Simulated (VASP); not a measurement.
# Li2Se (Fm-3m) in VASP: single point with PBE

Aim: the single point of Li2Se with PBE.

Everything below comes from runs of VASP 6.6.1. Logs are shortened: lines on timing, memory, paths and dates and some standing lists are left out, and cuts for length are marked.

**1. The cell of the first run**

Symmetry: Fm-3m, No. 225, cubic system. Conventional cell: a = 6.005 Å, b = 6.005 Å, c = 6.005 Å, α = 90.00°, β = 90.00°, γ = 90.00°. Within 3.4 Å of Li (site symmetry -43m) lie 4 Se at 2.60 Å and 6 Li at 3.00 Å. Se (site symmetry m-3m) has 8 Li at 2.60 Å within 3.4 Å.

**2. Single point, PBE**

File INCAR:

```
SYSTEM = Li2Se
PREC = Accurate
ENCUT = 750
EDIFF = 1E-6
ISMEAR = 1
SIGMA = 0.1
LREAL = .FALSE.
LASPH = .TRUE.
NELM = 120
ALGO = Normal
ISIF = 2
LWAVE = .FALSE.
LCHARG = .TRUE.
GGA = PE
LELF = .TRUE.
LVHAR = .TRUE.
NBANDS = 13
GGA_COMPAT = .FALSE.
```

File KPOINTS:

```
regular mesh
0
G
  7 7 7
  0 0 0
```

File POSCAR:

```
Li2Se
1.0
    0.0000000000      3.0025000000      3.0025000000
    3.0025000000      0.0000000000      3.0025000000
    3.0025000000      3.0025000000      0.0000000000
Li Se
2 1
Direct
    0.2500000000      0.2500000000      0.2500000000
    0.7500000000      0.7500000000      0.7500000000
    0.0000000000      0.0000000000      0.0000000000
```

Potentials or basis: VASP PAW PBE potentials, release 64 (Li_sv, Se).

Started as:

```
> cat potpaw_PBE.64/Li_sv/POTCAR potpaw_PBE.64/Se/POTCAR > POTCAR
> mpirun -np 1 vasp_std > vasp.out
```

OUTCAR:

```text
SYSTEM = Li2Se
   PREC = Accurate
   ENCUT = 750
   EDIFF = 1E-6
   ISMEAR = 1
   LREAL = .FALSE.
   LASPH = .TRUE.
   NELM = 120
   ISIF = 2
   GGA = PE

 ion  position               nearest neighbor table
   1  0.250  0.250  0.250-   3 2.60   3 2.60   3 2.60   3 2.60
   2  0.750  0.750  0.750-   3 2.60   3 2.60   3 2.60   3 2.60
   3  0.000  0.000  0.000-   1 2.60   2 2.60   2 2.60   2 2.60   2 2.60   1 2.60   1 2.60   1 2.60

  LATTYP: Found a face centered cubic cell.
 ALAT       =     6.0050000000

  Lattice vectors:

 A1 = (   0.0000000000,   3.0025000000,   3.0025000000)
 A2 = (   3.0025000000,   0.0000000000,   3.0025000000)
 A3 = (   3.0025000000,   3.0025000000,   0.0000000000)

Analysis of symmetry for initial positions (statically):
=====================================================================
 Subroutine PRICEL returns:
 Original cell was already a primitive cell.

 Routine SETGRP: Setting up the symmetry group for a
 face centered cubic supercell.

 Subroutine GETGRP returns: Found 48 space group operations
 (whereof 48 operations were pure point group operations)
 out of a pool of 48 trial point group operations.

The static configuration has the point symmetry O_h .

Analysis of symmetry for dynamics (positions and initial velocities):
=====================================================================
 Subroutine PRICEL returns:
 Original cell was already a primitive cell.

 Routine SETGRP: Setting up the symmetry group for a
 face centered cubic supercell.

 Subroutine GETGRP returns: Found 48 space group operations
 (whereof 48 operations were pure point group operations)
 out of a pool of 48 trial point group operations.

The dynamic configuration has the point symmetry O_h .

 Subroutine INISYM returns: Found 48 space group operations
 (whereof 48 operations are pure point group operations),
 and found     1 'primitive' translations

----------------------------------------------------------------------------------------

                                     Primitive cell

  volume of cell :      54.1351

  direct lattice vectors                    reciprocal lattice vectors
     0.000000000  3.002500000  3.002500000    -0.166527893  0.166527893  0.166527893
     3.002500000  0.000000000  3.002500000     0.166527893 -0.166527893  0.166527893
     3.002500000  3.002500000  0.000000000     0.166527893  0.166527893 -0.166527893

  length of vectors
     4.246176221  4.246176221  4.246176221     0.288434772  0.288434772  0.288434772

  position of ions in fractional coordinates (direct lattice)
     0.250000000  0.250000000  0.250000000
     0.750000000  0.750000000  0.750000000
     0.000000000  0.000000000  0.000000000

  ion indices of the primitive-cell ions
   primitive index   ion index
                 1           1
                 2           2
                 3           3

----------------------------------------------------------------------------------------

 KPOINTS: regular mesh

Automatic generation of k-mesh.
 Grid dimensions read from file:
 generate k-points for:    7    7    7

 Generating k-lattice:

  Cartesian coordinates                     Fractional coordinates (reciprocal lattice)
    -0.023789699  0.023789699  0.023789699     0.142857143  0.000000000  0.000000000
     0.023789699 -0.023789699  0.023789699     0.000000000  0.142857143  0.000000000
     0.023789699  0.023789699 -0.023789699     0.000000000  0.000000000  0.142857143

  Length of vectors
     0.041204967  0.041204967  0.041204967

  Shift w.r.t. Gamma in fractional coordinates (k-lattice)
     0.000000000  0.000000000  0.000000000

 Subroutine IBZKPT returns following result:
 ===========================================

 Found     20 irreducible k-points:

 Following reciprocal coordinates:
            Coordinates               Weight
  0.000000  0.000000  0.000000      1.000000
  0.142857  0.000000  0.000000      8.000000
  0.285714  0.000000  0.000000      8.000000
  0.428571  0.000000  0.000000      8.000000
  0.142857  0.142857  0.000000      6.000000
  0.285714  0.142857  0.000000     24.000000
[... 12 lines left out ...]
 -0.428571  0.428571  0.142857     24.000000
 -0.285714  0.428571  0.142857     24.000000
   k-points           NKPTS =     20   k-points in BZ     NKDIM =     20   number of bands    NBANDS=     13
   number of dos      NEDOS =    301   number of ions     NIONS =      3
   total plane-waves  NPLWV =  64000
   dimension x,y,z NGX =    40 NGY =   40 NGZ =   40
   dimension x,y,z NGXF=    80 NGYF=   80 NGZF=   80
   ions per type =               2   1
   NGX,Y,Z   is equivalent  to a cutoff of  15.66, 15.66, 15.66 a.u.
   NGXF,Y,Z  is equivalent  to a cutoff of  31.32, 31.32, 31.32 a.u.
 SYSTEM =  Li2Se
   PREC   = accura    normal or accurate (medium, high low for compatibility)
   ISTART =      0    job   : 0-new  1-cont  2-samecut
   ICHARG =      2    charge: 1-file 2-atom 10-const
   ISPIN  =      1    spin polarized calculation?
   LNONCOLLINEAR =      F non collinear calculations
   LSORBIT =      F    spin-orbit coupling
   LASPH  =      T    aspherical Exc in radial PAW
   ENCUT  =  750.0 eV  55.12 Ry    7.42 a.u.   9.48  9.48  9.48*2*pi/ulx,y,z
   NELM   =    120;   NELMIN=  2; NELMDL= -5     # of ELM steps
   EDIFF  = 0.1E-05   stopping-criterion for ELM
   LREAL  =      F    real-space projection
   EDIFFG = 0.1E-04   stopping-criterion for IOM
   NSW    =      0    number of steps for IOM
   IBRION =     -1    ionic relax: 0-MD 1-quasi-New 2-CG
   NFREE  =      0    steps in history (QN), initial steepest desc. (CG)
   ISIF   =      2    stress and relaxation
   ISYM   =      2    0-nonsym 1-usesym 2-fastsym
   POTIM  = 0.5000    time-step for ionic-motion
   TEBEG  =    0.0;   TEEND  =   0.0 temperature during run
   PSTRESS=    0.0 pullay stress
   NELECT =      12.0000    total number of electrons
   NUPDOWN=      -1.0000    fix difference up-down
   EMIN   =  10.00;   EMAX   =-10.00  energy-range for DOS
   EFERMI =   0.00;   METHOD = LEGACY
   ISMEAR =     1;   SIGMA  =   0.10  broadening in eV -4-tet -1-fermi 0-gaus
   EFERMI_NEDOS =   21; number of points for ismear=-14 and -15
   IALGO  =     38    algorithm
   IMIX   =      4    mixing-type and parameters
     AMIX     =   0.40;   BMIX     =  1.00
     AMIX_MAG =   1.60;   BMIX_MAG =  1.00
  volume/ion in A,a.u.               =      18.05       121.77
  Fermi-wavevector in a.u.,A,eV,Ry     =   0.990776  1.872296 13.355989  0.981637
  Thomas-Fermi vector in A             =   2.122471
   LORBIT       =      0    0 simple, 1 ext, 2 COOP (PROOUT), +10 PAW based schemes
   GGA     = PE    functional components
   LHFCALC =     F    Hartree Fock is set to
   AEXX    =    0.0000 exact exchange contribution
   IVDW    =     0    specifies the selected vdW correction
   LEPSILON=     F    determine dielectric tensor
   LRPA    =     F    only Hartree local field effects (RPA)
 non-spin polarized calculation
 Methfessel and Paxton  Order N= 1 SIGMA  =   0.10
  energy-cutoff  :      750.00
  volume of cell :       54.14
 maximum number of plane-waves:      2565
 NGX is ok and might be reduce to    40
   NGX = 19   NGY = 19   NGZ = 19

 number of electron      12.0000004 magnetization

 Free energy of the ion-electron system (eV)
  ---------------------------------------------------
  ext. energy  EPLUGINS =         0.00000000
  ---------------------------------------------------
  free energy    TOTEN  =       -11.13084047 eV

  energy without entropy =      -11.13126761  energy(sigma->0) =      -11.13098285

 E-fermi :   1.0414     XC(G=0):  -8.2618

 val. band max:        0.9954397832   @ k =   0.0000   0.0000   0.0000
 cond. band min:       4.1041478542   @ k =   0.4286   0.4286   0.0000
 fundamental gap:      3.1087080710
 Fermi energy:         1.0414373368

 k-point     1 :       0.0000    0.0000    0.0000
  band No.  band energies     occupation
      1     -43.7164      2.00000
      2     -43.6927      2.00000
      3     -10.3936      2.00000
      4       0.9954      1.69466
      5       0.9954      1.69466
      6       0.9954      1.69466
      7       4.3789      0.00000
      8       6.6150      0.00000
      9       6.6150      0.00000
     10       6.6150      0.00000
     11      11.5751      0.00000
     12      11.5751      0.00000
     13      11.9150      0.00000

 k-point     2 :       0.1429    0.0000    0.0000
  band No.  band energies     occupation
      1     -43.7152      2.00000
      2     -43.6937      2.00000
      3     -10.3311      2.00000
      4       0.1885      2.00000
      5       0.8784      2.04333
      6       0.8784      2.04333
      7       4.9723      0.00000
      8       6.9007      0.00000
      9       6.9007      0.00000
     10       7.0854      0.00000
     11      10.2498      0.00000
     12      10.2498      0.00000
     13      12.0446      0.00000

 k-point     3 :       0.2857    0.0000    0.0000
  band No.  band energies     occupation
      1     -43.7117      2.00000
      2     -43.6968      2.00000
      3     -10.1810      2.00000
      4      -1.0430      2.00000
      5       0.6496      2.00000
      6       0.6496      2.00000
      7       5.6634      0.00000
      8       7.1633      0.00000
      9       7.1633      0.00000
     10       8.1382      0.00000
     11      10.1894      0.00000
     12      10.1894      0.00000
     13      12.5130      0.00000
[... 241 lines left out ...]
 k-point    19 :      -0.4286    0.4286    0.1429
  band No.  band energies     occupation
      1     -43.7068      2.00000
      2     -43.7011      2.00000
      3      -9.9355      2.00000
      4      -1.1959      2.00000
      5      -0.5785      2.00000
      6      -0.4717      2.00000
      7       5.0586      0.00000
      8       7.7851      0.00000
      9       8.5957      0.00000
     10      10.8918      0.00000
     11      11.0764      0.00000
     12      12.0803      0.00000
     13      13.6399      0.00000

 k-point    20 :      -0.2857    0.4286    0.1429
  band No.  band energies     occupation
      1     -43.7045      2.00000
      2     -43.7035      2.00000
      3      -9.9216      2.00000
      4      -1.1074      2.00000
      5      -0.9529      2.00000
      6      -0.3814      2.00000
      7       5.8625      0.00000
      8       7.6572      0.00000
      9       8.9238      0.00000
     10       9.4913      0.00000
     11      11.1396      0.00000
     12      11.3974      0.00000
     13      13.7833      0.00000

------------------------ aborting loop because EDIFF is reached ----------------------------------------

  FORCE on cell =-STRESS in cart. coord.  units (eV):
  Direction    XX          YY          ZZ          XY          YZ          ZX
  --------------------------------------------------------------------------------------
  -------------------------------------------------------------------------------------
  Total       -0.0149762     -0.0149762     -0.0149762      0.0000000      0.0000000      0.0000000
  in kB       -0.4432328     -0.4432328     -0.4432328      0.0000000      0.0000000      0.0000000
  external PRESSURE =      -0.4432328 kB  Pullay stress =       0.0000000 kB

 VOLUME and BASIS-vectors are now :
 -----------------------------------------------------------------------------
  energy-cutoff  :      750.00
  volume of cell :       54.14
      direct lattice vectors                 reciprocal lattice vectors
     0.000000000  3.002500000  3.002500000    -0.166527893  0.166527893  0.166527893
     3.002500000  0.000000000  3.002500000     0.166527893 -0.166527893  0.166527893
     3.002500000  3.002500000  0.000000000     0.166527893  0.166527893 -0.166527893

 POSITION                                       TOTAL-FORCE (eV/Angst)
 -----------------------------------------------------------------------------------
      1.50125      1.50125      1.50125        -0.000000     -0.000000     -0.000000
      4.50375      4.50375      4.50375         0.000000      0.000000      0.000000
      0.00000      0.00000      0.00000         0.000000     -0.000000      0.000000
 -----------------------------------------------------------------------------------
    total drift:                                0.000000     -0.000000      0.000000

  FREE ENERGIE OF THE ION-ELECTRON SYSTEM (eV)
  ---------------------------------------------------
  free  energy   TOTEN  =       -11.1308404673 eV

  energy  without entropy=      -11.1312676085  energy(sigma->0) =      -11.13098285
```

Run time: 56 s. Hardware: 1 thread of Intel Xeon 8259CL, shared host; peak memory 0.24 GiB.

Results:

* Free energy: -11.1308 eV
* Pressure: 0.0 GPa
* Band gap on the k mesh: 3.11 eV (least direct gap 3.38 eV)

Caveat: an odd mesh through Γ misses points on the zone boundary, where band edges can lie.
